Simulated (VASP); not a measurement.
# MgS (Fm-3m) in VASP: single point with LDA

Aim: the single point of MgS with LDA.

All numbers are computed with VASP 6.6.1; they aren't measurements. Logs are shortened: lines on timing, memory, paths and dates and some standing lists are left out, and cuts for length are marked.

## 1. The cell of the first run

The structure is cubic, space group Fm-3m (No. 225). Conventional cell: a = 5.203 Å, b = 5.203 Å, c = 5.203 Å, α = 90.00°, β = 90.00°, γ = 90.00°. Within 3.4 Å of Mg (site symmetry m-3m) lie 6 S at 2.60 Å. Within 3.4 Å of S (site symmetry m-3m) lie 6 Mg at 2.60 Å.

## 2. Single point, LDA

File INCAR:

```
SYSTEM = MgS
PREC     = Accurate       ! precision mode
ENCUT    = 600            ! plane-wave cutoff, eV
EDIFF    = 1E-6           ! SCF threshold, eV
ISMEAR   = 0              ! smearing method
SIGMA    = 0.1            ! smearing width, eV
LREAL    = .FALSE.        ! projectors in reciprocal space
LASPH    = .TRUE.         ! aspherical terms in the spheres
NELM     = 120            ! most SCF steps
ALGO     = Normal         ! electronic algorithm
ISIF     = 2              ! what is computed and relaxed
LWAVE    = .FALSE.        ! write WAVECAR
LCHARG   = .TRUE.         ! write CHGCAR
GGA      = CA             ! functional
LELF     = .TRUE.         ! ELF
LVHAR    = .TRUE.       
NBANDS   = 11             ! bands
GGA_COMPAT= .FALSE.
```

File KPOINTS:

```
regular mesh
0
G
  6 6 6
  0 0 0
```

File POSCAR:

```
MgS
1.0
    0.0000000000      2.6016500000      2.6016500000
    2.6016500000      0.0000000000      2.6016500000
    2.6016500000      2.6016500000      0.0000000000
Mg S
1 1
Direct
    0.0000000000      0.0000000000      0.0000000000
    0.5000000000      0.5000000000      0.5000000000
```

Potentials or basis: VASP PAW LDA potentials, release 64 (Mg, S).

On the command line:

```sh
$ cat potpaw_LDA.64/Mg/POTCAR potpaw_LDA.64/S/POTCAR > POTCAR
$ mpirun -np 1 vasp_std > vasp.out
```

OUTCAR:

```text
SYSTEM = MgS
   PREC = Accurate
   ENCUT = 600
   EDIFF = 1E-6
   ISMEAR = 0
   LREAL = .FALSE.
   LASPH = .TRUE.
   NELM = 120
   ISIF = 2
   GGA = CA

 ion  position               nearest neighbor table
   1  0.000  0.000  0.000-   2 2.60   2 2.60   2 2.60   2 2.60   2 2.60   2 2.60
   2  0.500  0.500  0.500-   1 2.60   1 2.60   1 2.60   1 2.60   1 2.60   1 2.60

  LATTYP: Found a face centered cubic cell.
 ALAT       =     5.2033000000

  Lattice vectors:

 A1 = (   0.0000000000,   2.6016500000,   2.6016500000)
 A2 = (   2.6016500000,   0.0000000000,   2.6016500000)
 A3 = (   2.6016500000,   2.6016500000,   0.0000000000)

Analysis of symmetry for initial positions (statically):
=====================================================================
 Subroutine PRICEL returns:
 Original cell was already a primitive cell.

 Routine SETGRP: Setting up the symmetry group for a
 face centered cubic supercell.

 Subroutine GETGRP returns: Found 48 space group operations
 (whereof 48 operations were pure point group operations)
 out of a pool of 48 trial point group operations.

The static configuration has the point symmetry O_h .

Analysis of symmetry for dynamics (positions and initial velocities):
=====================================================================
 Subroutine PRICEL returns:
 Original cell was already a primitive cell.

 Routine SETGRP: Setting up the symmetry group for a
 face centered cubic supercell.

 Subroutine GETGRP returns: Found 48 space group operations
 (whereof 48 operations were pure point group operations)
 out of a pool of 48 trial point group operations.

The dynamic configuration has the point symmetry O_h .

 Subroutine INISYM returns: Found 48 space group operations
 (whereof 48 operations are pure point group operations),
 and found     1 'primitive' translations

----------------------------------------------------------------------------------------

                                     Primitive cell

  volume of cell :      35.2190

  direct lattice vectors                    reciprocal lattice vectors
     0.000000000  2.601650000  2.601650000    -0.192185728  0.192185728  0.192185728
     2.601650000  0.000000000  2.601650000     0.192185728 -0.192185728  0.192185728
     2.601650000  2.601650000  0.000000000     0.192185728  0.192185728 -0.192185728

  length of vectors
     3.679288715  3.679288715  3.679288715     0.332875446  0.332875446  0.332875446

  position of ions in fractional coordinates (direct lattice)
     0.000000000  0.000000000  0.000000000
     0.500000000  0.500000000  0.500000000
[... 78 lines left out ...]
   PSTRESS=    0.0 pullay stress
   NELECT =       8.0000    total number of electrons
   NUPDOWN=      -1.0000    fix difference up-down
   EMIN   =  10.00;   EMAX   =-10.00  energy-range for DOS
   EFERMI =   0.00;   METHOD = LEGACY
   ISMEAR =     0;   SIGMA  =   0.10  broadening in eV -4-tet -1-fermi 0-gaus
   EFERMI_NEDOS =   21; number of points for ismear=-14 and -15
   IALGO  =     38    algorithm
   IMIX   =      4    mixing-type and parameters
     AMIX     =   0.40;   BMIX     =  1.00
     AMIX_MAG =   1.60;   BMIX_MAG =  1.00
  volume/ion in A,a.u.               =      17.61       118.83
  Fermi-wavevector in a.u.,A,eV,Ry     =   0.998878  1.887606 13.575323  0.997758
  Thomas-Fermi vector in A             =   2.131131
   LORBIT       =      0    0 simple, 1 ext, 2 COOP (PROOUT), +10 PAW based schemes
   GGA     = CA    functional components
   LHFCALC =     F    Hartree Fock is set to
   AEXX    =    0.0000 exact exchange contribution
   IVDW    =     0    specifies the selected vdW correction
   LEPSILON=     F    determine dielectric tensor
   LRPA    =     F    only Hartree local field effects (RPA)
 non-spin polarized calculation
 Gauss-broadening in eV      SIGMA  =   0.10
  energy-cutoff  :      600.00
  volume of cell :       35.22
 maximum number of plane-waves:      1211
 NGX is ok and might be reduce to    30
   NGX = 15   NGY = 15   NGZ = 15

 number of electron       7.9999999 magnetization

 Free energy of the ion-electron system (eV)
  ---------------------------------------------------
  ext. energy  EPLUGINS =         0.00000000
  ---------------------------------------------------
  free energy    TOTEN  =        -9.56861558 eV

  energy without entropy =       -9.56861558  energy(sigma->0) =       -9.56861558

 E-fermi :   4.0884     XC(G=0):  -9.9875

 val. band max:        3.5831598522   @ k =   0.0000   0.0000   0.0000
 cond. band min:       6.1387430820   @ k =   0.5000   0.5000   0.0000
 fundamental gap:      2.5555832299
 Fermi energy:         4.0884351913

 k-point     1 :       0.0000    0.0000    0.0000
  band No.  band energies     occupation
      1      -9.0572      2.00000
      2       3.5832      2.00000
      3       3.5832      2.00000
      4       3.5832      2.00000
      5       7.0737      0.00000
      6      11.4185      0.00000
      7      11.4185      0.00000
      8      11.4185      0.00000
      9      13.8468      0.00000
     10      13.8468      0.00000
     11      15.9346      0.00000
[... 197 lines left out ...]
 k-point    16 :      -0.3333    0.5000    0.1667
  band No.  band energies     occupation
      1      -7.3090      2.00000
      2      -0.2246      2.00000
      3       0.9596      2.00000
      4       1.3161      2.00000
      5       7.8053      0.00000
      6       9.6801      0.00000
      7      12.5506      0.00000
      8      13.2520      0.00000
      9      17.1042      0.00000
     10      18.3991      0.00000
     11      18.8981      0.00000

------------------------ aborting loop because EDIFF is reached ----------------------------------------

  FORCE on cell =-STRESS in cart. coord.  units (eV):
  Direction    XX          YY          ZZ          XY          YZ          ZX
  --------------------------------------------------------------------------------------
  -------------------------------------------------------------------------------------
  Total       -0.8355326     -0.8355326     -0.8355326     -0.0000000      0.0000000      0.0000000
  in kB      -38.0099565    -38.0099565    -38.0099565     -0.0000000      0.0000000      0.0000000
  external PRESSURE =     -38.0099565 kB  Pullay stress =       0.0000000 kB

 VOLUME and BASIS-vectors are now :
 -----------------------------------------------------------------------------
  energy-cutoff  :      600.00
  volume of cell :       35.22
      direct lattice vectors                 reciprocal lattice vectors
     0.000000000  2.601650000  2.601650000    -0.192185728  0.192185728  0.192185728
     2.601650000  0.000000000  2.601650000     0.192185728 -0.192185728  0.192185728
     2.601650000  2.601650000  0.000000000     0.192185728  0.192185728 -0.192185728

 POSITION                                       TOTAL-FORCE (eV/Angst)
 -----------------------------------------------------------------------------------
      0.00000      0.00000      0.00000        -0.000000     -0.000000      0.000000
      2.60165      2.60165      2.60165         0.000000      0.000000     -0.000000
 -----------------------------------------------------------------------------------
    total drift:                               -0.000000     -0.000000      0.000000

  FREE ENERGIE OF THE ION-ELECTRON SYSTEM (eV)
  ---------------------------------------------------
  free  energy   TOTEN  =        -9.5686155753 eV

  energy  without entropy=       -9.5686155753  energy(sigma->0) =       -9.56861558
```

Run time: 6.5 s. Hardware: 1 thread of Intel Xeon Platinum 8488C (Sapphire Rapids), shared host; peak memory 0.14 GiB.

Results:

* Free energy: -9.5686 eV
* Pressure: -3.8 GPa
* Band gap on the k mesh: 2.56 eV, indirect (least direct gap 3.49 eV)

A k mesh can miss the band edges. As with any semilocal functional, this LDA gap is likely too small.
